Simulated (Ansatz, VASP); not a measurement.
# One calculation of Hf5H2, two programs

```
Hf H
1.0
    -3.63304    3.63304    2.25163
     3.63304   -3.63304    2.25163
     3.63304    3.63304   -2.25163
Hf H
5 2
Cartesian
  1.5237 4.3988 0.0000
  2.8673 1.5237 0.0000
  0.7658 2.1094 2.2516
  2.1094 -0.7658 2.2516
  0.0000 0.0000 0.0000
  3.6330 0.0000 1.1258
  0.0000 3.6330 1.1258
```

Alike in both runs: functional PBE; k mesh 4 × 4 × 4; occupations gaussian, width 0.2 eV; no spin polarisation.

Ansatz relaxed the structure, and its values are those at the end. VASP's run is a single point on that final structure, the one shown.

|  | VASP | Ansatz |
| --- | --- | --- |
| version | VASP 6.6.1 | Ansatz 0.2.0 |
| potentials or method | VASP PAW PBE potentials, release 64 (Hf_pv, H), cutoff 520 eV | scalar-relativistic, plane waves, PAW |
| valence electrons in the cell | 52 | 132 |

```tsv
	VASP	Ansatz	Ansatz less VASP
gap on the k mesh at the Fermi level (eV)	none	none	-
pressure (GPa)	-0.4	0.1	+0.53
rms of the force components (eV/Å)	0.022	0.015	-0.0067
```

A gap of «none» marks a metal or a gap that the smearing closes. With one functional, cell and mesh, what is left measures potentials, basis and numerics. VASP's potentials hold 52 valence electrons a cell and Ansatz's 132, so a difference there can come from the potentials and not from the codes.

The k mesh is coarse, so the values compare programs but aren't converged. Neither program's run includes spin-orbit coupling.
